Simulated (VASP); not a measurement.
# Te5As (R-3m) in VASP: further runs

Te5As is run at these levels: PBE; tasks: relaxation of cell and atoms, single point.

Everything below comes from runs of VASP 6.6.1. Logs are shortened: lines on timing, memory, paths and dates and some standing lists are left out, and cuts for length are marked.

**1. The cell of the first run**

It takes space group R-3m (No. 166, trigonal). The conventional cell has a = 7.028 Å, b = 7.028 Å, c = 16.072 Å, α = 90.00°, β = 90.00°, γ = 120.00°. Within 3.5 Å of Te (site symmetry 3m) lie 1 Te at 2.62 Å. Within 4.6 Å of Te (site symmetry 2/m) lie 2 As at 3.36 Å and 10 Te at 3.51 to 4.53 Å. Within 4.4 Å of As (site symmetry -3m) lie 12 Te at 3.36 to 4.28 Å.

The cell was generated, and may not be a known phase.

**2. Relaxation of cell and atoms, PBE**

INCAR reads:

```
PREC     = Accurate       # precision mode
ENCUT    = 600            # plane-wave cutoff, eV
EDIFF    = 1E-7           # SCF threshold, eV
ISMEAR   = 0              # smearing method
SIGMA    = 0.1            # smearing width, eV
LREAL    = False          # projectors in reciprocal space
LASPH    = True           # aspherical terms in the spheres
NELM     = 80             # most SCF steps
ALGO     = Normal         # electronic algorithm
ISIF     = 3              # what is computed and relaxed
LWAVE    = False          # write WAVECAR
LCHARG   = False          # write CHGCAR
GGA      = PE             # functional
IBRION   = 2              # ionic algorithm
NSW      = 90             # ionic steps
EDIFFG   = -0.04          # ionic threshold
```

KPOINTS reads:

```
Automatic mesh
0
Gamma
  3 3 3
```

POSCAR reads:

```
Te5As
1.0
    3.5140109400      2.0288151600      5.3574681900
   -3.5140109400      2.0288151600      5.3574681900
    0.0000000000     -4.0576303300      5.3574681900
Te As
5 1
Direct
    0.0816354600      0.0816354600      0.0816354600
    0.9183645400      0.9183645400      0.9183645400
    0.0000000000      0.5000000000      0.5000000000
    0.5000000000      0.0000000000      0.5000000000
    0.5000000000      0.5000000000      0.0000000000
    0.5000000000      0.5000000000      0.5000000000
```

Potentials or basis: VASP PAW PBE potentials, release 64 (Te, As).

Started as:

```console
$ cat potpaw_PBE.64/Te/POTCAR potpaw_PBE.64/As/POTCAR > POTCAR
$ mpirun -np 1 vasp_std > vasp.out
```

OUTCAR:

```text
PREC = Accurate
   ENCUT = 600
   EDIFF = 1E-7
   ISMEAR = 0
   LREAL = False
   LASPH = True
   NELM = 80
   ISIF = 3
   GGA = PE
   IBRION = 2
   NSW = 90
   EDIFFG = -0.04

 ion  position               nearest neighbor table
   1  0.082  0.082  0.082-   2 2.62
   2  0.918  0.918  0.918-   1 2.62
   3  0.000  0.500  0.500-   4 3.51   4 3.51   5 3.51   5 3.51
   4  0.500  0.000  0.500-   3 3.51   3 3.51   5 3.51   5 3.51
   5  0.500  0.500  0.000-   3 3.51   4 3.51   4 3.51   3 3.51
   6  0.500  0.500  0.500-

  LATTYP: Found a trigonal (rhomboedric) cell.
 ALAT       =     6.7206271468
 COS(alpha) =     0.4532149769

  Lattice vectors:

 A1 = (   3.5140109400,   2.0288151600,   5.3574681900)
 A2 = (  -3.5140109400,   2.0288151600,   5.3574681900)
 A3 = (   0.0000000000,  -4.0576303300,   5.3574681900)

Analysis of symmetry for initial positions (statically):
=====================================================================
 Subroutine PRICEL returns:
 Original cell was already a primitive cell.

 Routine SETGRP: Setting up the symmetry group for a
 trigonal (rhombohedral) supercell.

 Subroutine GETGRP returns: Found 12 space group operations
 (whereof 12 operations were pure point group operations)
 out of a pool of 12 trial point group operations.

The static configuration has the point symmetry D_3d.

Analysis of symmetry for dynamics (positions and initial velocities):
=====================================================================
 Subroutine PRICEL returns:
 Original cell was already a primitive cell.

 Routine SETGRP: Setting up the symmetry group for a
 trigonal (rhombohedral) supercell.

 Subroutine GETGRP returns: Found 12 space group operations
 (whereof 12 operations were pure point group operations)
 out of a pool of 12 trial point group operations.

The dynamic configuration has the point symmetry D_3d.

 Subroutine INISYM returns: Found 12 space group operations
 (whereof 12 operations are pure point group operations),
 and found     1 'primitive' translations

----------------------------------------------------------------------------------------

                                     Primitive cell

  volume of cell :     229.1693

  direct lattice vectors                    reciprocal lattice vectors
     3.514010940  2.028815160  5.357468190     0.142287548  0.082149754  0.062218444
    -3.514010940  2.028815160  5.357468190    -0.142287548  0.082149754  0.062218444
     0.000000000 -4.057630330  5.357468190     0.000000000 -0.164299508  0.062218444

  length of vectors
     6.720627147  6.720627147  6.720627151     0.175685694  0.175685694  0.175685694

  position of ions in fractional coordinates (direct lattice)
     0.081635460  0.081635460  0.081635460
     0.918364540  0.918364540  0.918364540
     0.000000000  0.500000000  0.500000000
     0.500000000  0.000000000  0.500000000
     0.500000000  0.500000000  0.000000000
     0.500000000  0.500000000  0.500000000

  ion indices of the primitive-cell ions
   primitive index   ion index
                 1           1
                 2           2
                 3           3
                 4           4
                 5           5
                 6           6

----------------------------------------------------------------------------------------

 KPOINTS: Automatic mesh

Automatic generation of k-mesh.
 Grid dimensions read from file:
 generate k-points for:    3    3    3

 Generating k-lattice:

  Cartesian coordinates                     Fractional coordinates (reciprocal lattice)
     0.047429183  0.027383251  0.020739481     0.333333333  0.000000000  0.000000000
    -0.047429183  0.027383251  0.020739481     0.000000000  0.333333333  0.000000000
     0.000000000 -0.054766503  0.020739481     0.000000000  0.000000000  0.333333333

  Length of vectors
     0.058561898  0.058561898  0.058561898

  Shift w.r.t. Gamma in fractional coordinates (k-lattice)
     0.000000000  0.000000000  0.000000000

 Subroutine IBZKPT returns following result:
 ===========================================

 Found      6 irreducible k-points:

 Following reciprocal coordinates:
            Coordinates               Weight
  0.000000  0.000000  0.000000      1.000000
  0.333333  0.000000 -0.000000      6.000000
  0.333333  0.333333 -0.000000      6.000000
 -0.333333  0.333333  0.000000      6.000000
  0.333333  0.333333  0.333333      2.000000
 -0.333333  0.333333  0.333333      6.000000
   k-points           NKPTS =      6   k-points in BZ     NKDIM =      6   number of bands    NBANDS=     21
   number of dos      NEDOS =    301   number of ions     NIONS =      6
   total plane-waves  NPLWV = 157464
   dimension x,y,z NGX =    54 NGY =   54 NGZ =   54
   dimension x,y,z NGXF=   108 NGYF=  108 NGZF=  108
   ions per type =               5   1
   NGX,Y,Z   is equivalent  to a cutoff of  13.36, 13.36, 13.36 a.u.
   NGXF,Y,Z  is equivalent  to a cutoff of  26.72, 26.72, 26.72 a.u.
 SYSTEM =  unknown system
   PREC   = accura    normal or accurate (medium, high low for compatibility)
   ISTART =      0    job   : 0-new  1-cont  2-samecut
   ICHARG =      2    charge: 1-file 2-atom 10-const
   ISPIN  =      1    spin polarized calculation?
   LNONCOLLINEAR =      F non collinear calculations
   LSORBIT =      F    spin-orbit coupling
   LASPH  =      T    aspherical Exc in radial PAW
   ENCUT  =  600.0 eV  44.10 Ry    6.64 a.u.  13.42 13.42 13.42*2*pi/ulx,y,z
   NELM   =     80;   NELMIN=  2; NELMDL= -5     # of ELM steps
   EDIFF  = 0.1E-06   stopping-criterion for ELM
   LREAL  =      F    real-space projection
   EDIFFG = -.4E-01   stopping-criterion for IOM
   NSW    =     90    number of steps for IOM
   IBRION =      2    ionic relax: 0-MD 1-quasi-New 2-CG
   NFREE  =      1    steps in history (QN), initial steepest desc. (CG)
   ISIF   =      3    stress and relaxation
   ISYM   =      2    0-nonsym 1-usesym 2-fastsym
   POTIM  = 0.5000    time-step for ionic-motion
   TEBEG  =    0.0;   TEEND  =   0.0 temperature during run
   PSTRESS=    0.0 pullay stress
   NELECT =      35.0000    total number of electrons
   NUPDOWN=      -1.0000    fix difference up-down
   EMIN   =  10.00;   EMAX   =-10.00  energy-range for DOS
   EFERMI =   0.00;   METHOD = LEGACY
   ISMEAR =     0;   SIGMA  =   0.10  broadening in eV -4-tet -1-fermi 0-gaus
   EFERMI_NEDOS =   21; number of points for ismear=-14 and -15
   IALGO  =     38    algorithm
   IMIX   =      4    mixing-type and parameters
     AMIX     =   0.40;   BMIX     =  1.00
     AMIX_MAG =   1.60;   BMIX_MAG =  1.00
  volume/ion in A,a.u.               =      38.19       257.75
  Fermi-wavevector in a.u.,A,eV,Ry     =   0.875075  1.653652 10.418751  0.765757
  Thomas-Fermi vector in A             =   1.994695
   LORBIT       =      0    0 simple, 1 ext, 2 COOP (PROOUT), +10 PAW based schemes
   GGA     = PE    functional components
   LHFCALC =     F    Hartree Fock is set to
   AEXX    =    0.0000 exact exchange contribution
   IVDW    =     0    specifies the selected vdW correction
   LEPSILON=     F    determine dielectric tensor
   LRPA    =     F    only Hartree local field effects (RPA)
 conjugate gradient relaxation of ions
 non-spin polarized calculation
 Gauss-broadening in eV      SIGMA  =   0.10
  energy-cutoff  :      600.00
  volume of cell :      229.17
 maximum number of plane-waves:      7668
 NGX is ok and might be reduce to    54
   NGX = 27   NGY = 27   NGZ = 27

--------------------------------------- Ionic step        1  -------------------------------------------

 number of electron      35.0000000 magnetization

 Free energy of the ion-electron system (eV)
  ---------------------------------------------------
  ext. energy  EPLUGINS =         0.00000000
  ---------------------------------------------------
  free energy    TOTEN  =       -15.99303064 eV

  energy without entropy =      -15.92517235  energy(sigma->0) =      -15.95910149

 E-fermi :   3.7835     XC(G=0):  -8.4708

 val. band max:        3.7686574472   @ k =   0.3333   0.3333  -0.0000
 cond. band min:       3.7865335717   @ k =   0.3333   0.0000  -0.0000
 fundamental gap:      0.0178761245
 Fermi energy:         3.7834731286

 k-point     1 :       0.0000    0.0000    0.0000
  band No.  band energies     occupation
      1      -8.8548      2.00000
      2      -7.5264      2.00000
      3      -6.2803      2.00000
      4      -6.2803      2.00000
      5      -5.7628      2.00000
      6      -5.5388      2.00000
[... 246 lines left out ...]
  FREE ENERGIE OF THE ION-ELECTRON SYSTEM (eV)
  ---------------------------------------------------
  free  energy   TOTEN  =       -16.7116018082 eV

  energy  without entropy=      -16.6677878009  energy(sigma->0) =      -16.68969480

 E-fermi :   8.3915     XC(G=0): -10.1865

 val. band max:        8.3738255416   @ k =   0.3333   0.3333  -0.0000
 cond. band min:       8.6408838345   @ k =  -0.3333   0.3333   0.3333
 fundamental gap:      0.2670582929
 Fermi energy:         8.3914713751

 k-point     1 :       0.0000    0.0000    0.0000
  band No.  band energies     occupation
      1      -7.1450      2.00000
      2      -5.2399      2.00000
      3      -2.5039      2.00000
      4      -2.5039      2.00000
      5      -2.2117      2.00000
      6       0.1892      2.00000
[... 118 lines left out ...]
      5      -2.5296      2.00000
      6      -1.6518      2.00000
[... 13 lines left out ...]
     20       9.8586      0.00000
     21      10.3560      0.00000

[... ionic steps 4 to 33 ...]

--------------------------------------- Ionic step       34  -------------------------------------------

 number of electron      34.9999999 magnetization

------------------------ aborting loop because EDIFF is reached ----------------------------------------

  FORCE on cell =-STRESS in cart. coord.  units (eV):
  Direction    XX          YY          ZZ          XY          YZ          ZX
  --------------------------------------------------------------------------------------
  -------------------------------------------------------------------------------------
  Total       -0.2989837     -0.2989837      0.3110518      0.0000000     -0.0000000     -0.0000000
  in kB       -2.4410043     -2.4410043      2.5395317      0.0000000     -0.0000000     -0.0000000
  external PRESSURE =      -0.7808256 kB  Pullay stress =       0.0000000 kB
[... 65 lines left out ...]
  energy  without entropy=      -19.2528428711  energy(sigma->0) =      -19.27470200

--------------------------------------- Ionic step       36  -------------------------------------------

 number of electron      34.9999997 magnetization

 Free energy of the ion-electron system (eV)
  ---------------------------------------------------
  ext. energy  EPLUGINS =         0.00000000
  ---------------------------------------------------
  free energy    TOTEN  =       -19.29662648 eV

  energy without entropy =      -19.25526121  energy(sigma->0) =      -19.27594385

 E-fermi :   5.3107     XC(G=0):  -9.1121

 val. band max:        5.2483456774   @ k =  -0.3333   0.3333   0.0000
 cond. band min:       5.3149211354   @ k =   0.3333   0.3333   0.3333
 fundamental gap:      0.0665754580
 Fermi energy:         5.3107417211

 k-point     1 :       0.0000    0.0000    0.0000
  band No.  band energies     occupation
      1      -8.2501      2.00000
      2      -5.5627      2.00000
      3      -5.3022      2.00000
      4      -5.2842      2.00000
      5      -5.2842      2.00000
      6      -2.7794      2.00000
[... 166 lines left out ...]
  FREE ENERGIE OF THE ION-ELECTRON SYSTEM (eV)
  ---------------------------------------------------
  free  energy   TOTEN  =       -19.2966264798 eV

  energy  without entropy=      -19.2552612137  energy(sigma->0) =      -19.27594385

 reached required accuracy - stopping structural energy minimisation
```

Run time: 25 min. Hardware: 1 thread of Intel Xeon Platinum 8259CL at 2.50GHz (Skylake/Cascade Lake), shared host; peak memory 0.43 GiB.

Results:

* Free energy: -19.2966 eV
* Relaxed volume: 32.45 Å³/atom
* Relaxed cell: a = 5.813 Å, b = 5.813 Å, c = 5.813 Å, α = 85.46°, β = 85.46°, γ = 85.46°
* Space group after relaxing (to 0.1 Å): R-3m (No. 166)
* Energy gained by relaxing: 550.6 meV/atom
* Ionic steps: 36
* Pressure after relaxing: 0.0 GPa
* Band gap on the k mesh: zero (an odd number of electrons rules out a gap without spin polarisation)

The path:
```tsv
step	energy change (eV)	largest force (eV/Å)	pressure (GPa)	volume (Å³)
1	0.0000	0.6488	-4.17	229.17
2	-0.6568	2.5057	-0.89	197.70
3	-0.7186	3.3814	1.21	186.76
4	-1.0413	1.9963	1.87	176.56
5	-1.1395	1.1011	3.31	167.49
6	-1.3739	0.4780	1.03	172.17
7	-1.5422	0.2019	-1.62	179.57
8	-1.5568	0.3613	-2.28	181.98
9	-1.7695	0.0786	-1.28	179.26
10	-1.8733	0.6933	0.09	176.45
11	-2.0100	3.0586	4.20	169.91
12	0.5689	10.0449	24.02	152.90
13	-1.8836	3.8745	5.57	168.74
14	-1.9206	3.9160	5.79	168.67
15	-1.9933	4.0756	6.58	168.36
16	-2.0226	4.2122	8.74	167.36
17	-2.2194	3.6641	7.82	169.09
18	-2.6743	2.3295	5.71	174.26
19	-3.0858	0.6025	3.19	184.53
20	-3.1278	0.1942	2.54	188.26
21	-3.1355	0.0381	2.22	191.04
22	-3.1344	0.1117	2.13	192.00
23	-3.1674	0.0275	1.58	193.36
24	-3.2206	0.2007	0.07	197.41
25	-3.2245	0.2774	-0.41	198.84
26	-3.2333	0.2593	-0.44	198.49
27	-3.2580	0.2293	-0.49	197.39
28	-3.2872	0.2450	-0.50	195.03
29	-3.2882	0.2546	-0.49	194.51
30	-3.2949	0.1256	0.31	191.52
31	-3.2951	0.1430	0.21	191.91
32	-3.2981	0.1101	0.16	192.40
33	-3.3026	0.0406	0.06	193.67
34	-3.3023	0.0295	-0.08	196.24
35	-3.3035	0.0082	-0.02	195.06
36	-3.3036	0.0019	0.00	194.70
```

Final structure:
```yaml
crystal:
  lattice:
    - [3.94449, 2.27735, 3.61229]
    - [-3.94449, 2.27735, 3.61229]
    - [0.00000, -4.55471, 3.61229]
  atoms:
    - { symbol: Te, position: [0.14824, 0.14824, 0.14824] }
    - { symbol: Te, position: [0.85176, 0.85176, 0.85176] }
    - { symbol: Te, position: [0.00000, 0.50000, 0.50000] }
    - { symbol: Te, position: [0.50000, 0.00000, 0.50000] }
    - { symbol: Te, position: [0.50000, 0.50000, 0.00000] }
    - { symbol: As, position: [0.50000, 0.50000, 0.50000] }
```

Levels at points of the mesh, in eV from the Fermi level:
```
           k point  band 15  band 16  band 17  band 18  band 19  band 20  band 21
(0.00, 0.00, 0.00)    -1.30    -1.28    -1.28    -0.55     1.48     1.48     3.19
```

Caveat: the k points lie up to 0.36 Å⁻¹ apart in the final cell, too coarse for converged energies and pressures of a metal; the volume moved by over 15 % at a fixed basis, so the end points are rough; spin-orbit coupling is left out, which moves the levels of the heavy elements; an odd number of electrons without spin polarisation forces a metal; a magnetic or distorted state may lie lower.

(Part 1 of 2 ends here.)

The gap in the log of VASP goes by the Fermi energy; the results here count the filled bands.